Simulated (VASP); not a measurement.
Write the native input for VASP 6.6.1 that does the following.

| Property | Result |
| --- | --- |
| Task | relaxation of cell and atoms |
| Functional | PBE |
| Potentials or basis | VASP PAW PBE potentials, release 64 (Cs_sv, Re_sv_GW) |
| Cutoff | 560 eV |
| k mesh | 4 × 4 × 4 |
| Occupations | gaussian, width 0.1 eV |
| Spin | no spin polarisation |
| Dipole correction | no |
| Further INCAR settings | ALGO = Normal; EDIFF = 1e-07; IBRION = 2; EDIFFG = -0.04; NSW = 90; ISIF = 3 |

The structure of CsRe2 lies in POSCAR:

```
CsRe2
1.0
    0.0000000000      3.3112270065      3.3112270065
    3.3112270065      0.0000000000      3.3112270065
    3.3112270065      3.3112270065      0.0000000000
Cs Re
1 2
Direct
    0.0000000000      0.0000000000      0.0000000000
    0.2500000000      0.2500000000      0.2500000000
    0.7500000000      0.7500000000      0.7500000000
```

These files were run (other wordings do the same):

INCAR

```
SYSTEM = CsRe2
  ALGO = Normal
  EDIFF = 1E-7
  EDIFFG = -0.04
  ENCUT = 560
  GGA = PE
  GGA_COMPAT = .FALSE.
  IBRION = 2
  ISIF = 3
  ISMEAR = 0
  LASPH = .TRUE.
  LCHARG = .FALSE.
  LREAL = .FALSE.
  LWAVE = .FALSE.
  NELM = 120
  NELMIN = 4
  NSW = 90
  PREC = Accurate
  SIGMA = 0.1
```

KPOINTS

```
k-points
0
G
  4 4 4
  0 0 0
```

Potentials or basis: VASP PAW PBE potentials, release 64 (Cs_sv, Re_sv_GW).

Run with:

```console
$ cat potpaw_PBE.64/Cs_sv/POTCAR potpaw_PBE.64/Re_sv_GW/POTCAR > POTCAR
$ mpirun -np 1 vasp_std > vasp.out
```

It gave:

- Relaxed volume: 21.11 Å³/atom
- Relaxed cell: a = 4.474 Å, b = 4.474 Å, c = 4.474 Å, α = 60.00°, β = 60.00°, γ = 60.00°
- Space group after relaxing (to 0.1 Å): Fm-3m (No. 225)
- Energy gained by relaxing: 121.5 meV/atom
- Ionic steps: 3
- Pressure after relaxing: -0.3 GPa
- Band gap on the k mesh: zero (an odd number of electrons rules out a gap without spin polarisation)

Caveat: the k points lie up to 0.43 Å⁻¹ apart in the final cell, too coarse for converged energies and pressures of a metal; spin-orbit coupling is left out, which moves the levels of the heavy elements.

It took 40 s on 1 thread of Intel(R) Xeon(R) 6975P-C (Granite Rapids), on a shared host, peak memory 0.22 GiB.
